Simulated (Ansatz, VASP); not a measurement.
Al2Ru: VASP beside Ansatz

```
Al Ru
1.0
     0.00000    3.98984    4.39153
     2.35247    0.00000    4.39153
     2.35247    3.98984    0.00000
Al Ru
4 2
Direct
  0.07906 0.42094 0.07906
  0.42094 0.07906 0.42094
  0.17094 0.82906 0.17094
  0.82906 0.17094 0.82906
  0.75000 0.75000 0.75000
  0.50000 0.50000 0.50000
```

Alike in both runs: task single point; functional PBEsol; k mesh 10 × 10 × 10; occupations gaussian, width 0.01 eV; no spin polarisation.

|  | VASP | Ansatz |
| --- | --- | --- |
| version | VASP 6.6.1 | Ansatz 0.2.0 |
| potentials or method | VASP PAW PBE potentials, release 64 (Al, Ru_pv), cutoff 520 eV | scalar-relativistic, plane waves, PAW |
| valence electrons in the cell | 40 | 44 |

Ansatz gave:

```
gap on the k mesh at the Fermi level (eV)                     : 0.08
least direct gap on the mesh (eV)                             : 1.22
pressure (GPa)                                                : -0.5
traceless stress, the component that is largest in VASP (GPa) : -0.17
rms of the force components (eV/Å)                            : 0.007
```

Q: Estimate VASP's values.

A: gap on the k mesh at the Fermi level (eV): 0.08; least direct gap on the mesh (eV): 1.22; pressure (GPa): -0.4; traceless stress, the component that is largest in VASP (GPa): -0.14; rms of the force components (eV/Å): 0.007.

VASP's potentials were made for PBE, not for PBEsol. Atom by atom the forces differ by 0.000 eV/Å (rms over components). The functional is the same, so the differences come from potentials, cutoffs and numerics. VASP's potentials hold 40 valence electrons a cell and Ansatz's 44, so a difference there can come from the potentials and not from the codes.
